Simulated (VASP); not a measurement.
Input of a VASP 6.6.1 run:

File INCAR:

```
PREC = Accurate
ENCUT = 520
EDIFF = 1E-6
ISMEAR = -1
SIGMA = 0.1
LREAL = F
LASPH = T
NELM = 100
ALGO = Normal
ISIF = 2
LWAVE = F
LCHARG = F
GGA = PE
NBANDS = 44
```

Contents of KPOINTS:

```
Automatic mesh
0
Gamma
  4 4 4
```

Contents of POSCAR:

```
Na2Pt3S4
1.0
   -2.9812600000      5.0574120000      0.0000000000
    2.9812600000      0.0000000000      6.2051270000
    2.9812600000      5.0574120000      0.0000000000
Na Pt S
2 3 4
Direct
    0.3430000000      0.6860000000      0.6570000000
    0.6570000000      0.3140000000      0.3430000000
    0.0000000000      0.0000000000      0.0000000000
    0.0000000000      0.0000000000      0.5000000000
    0.5000000000      0.0000000000      0.0000000000
    0.2900000000      0.2400000000      0.0500000000
    0.9500000000      0.2400000000      0.7100000000
    0.7100000000      0.7600000000      0.9500000000
    0.0500000000      0.7600000000      0.2900000000
```

Potentials or basis: VASP PAW PBE potentials, release 64 (Na_pv, Pt, S).

The run is started by

```sh
$ cat potpaw_PBE.64/Na_pv/POTCAR potpaw_PBE.64/Pt/POTCAR potpaw_PBE.64/S/POTCAR > POTCAR
$ mpirun -np 1 vasp_std > vasp.out
```

What does it give for the largest force?

2.742 eV/Å.

What does it give for the band gap on the k mesh?

0.76 eV, indirect (least direct gap 0.96 eV).

What does it give for the pressure?

13.8 GPa.

Stress tensor (GPa, compression positive):
```
15.81  0.00  0.00
 0.00 13.17  0.00
 0.00  0.00 12.33
```

Caveat: spin-orbit coupling is left out, which moves the levels of the heavy elements; forces of over 1 eV/Å act on the atoms, so gaps and moduli don't describe the material at rest. As with any semilocal functional, this PBE gap is likely too small.
